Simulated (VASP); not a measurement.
Crystal: TiN.

```
CELL_PARAMETERS angstrom
0.00000 2.12200 2.12200
2.12200 0.00000 2.12200
2.12200 2.12200 0.00000
ATOMIC_POSITIONS crystal
Ti 0.00000 0.00000 0.00000
N 0.50000 0.50000 0.50000
```

Program: VASP 6.6.1. Alike in all runs: cell as given; k mesh 13 × 13 × 13; cutoff (eV) 520; smearing fermi-dirac 0.05 eV.

**Question.** Order these runs on this cell by their pressure, lowest first.
A. level PBE; potentials or basis VASP PAW PBE potentials, release 64 (Ti_sv, N); spin non-collinear, zero start, SOC
B. level r2SCAN; potentials or basis VASP PAW PBE potentials, release 64 (Ti_sv, N); spin off
C. level LDA; potentials or basis VASP PAW LDA potentials, release 64 (Ti_sv, N); spin off
D. level PBEsol; potentials or basis VASP PAW PBE potentials, release 64 (Ti_sv, N); spin off

**Answer.** C (-13.9 GPa), D (-7.6 GPa), B (-0.9 GPa), A (1.0 GPa).

Caveats: the cell stands under tension (at least some runs); the PAW data sets were made with another functional, which shifts forces and pressure a little (at least some runs).
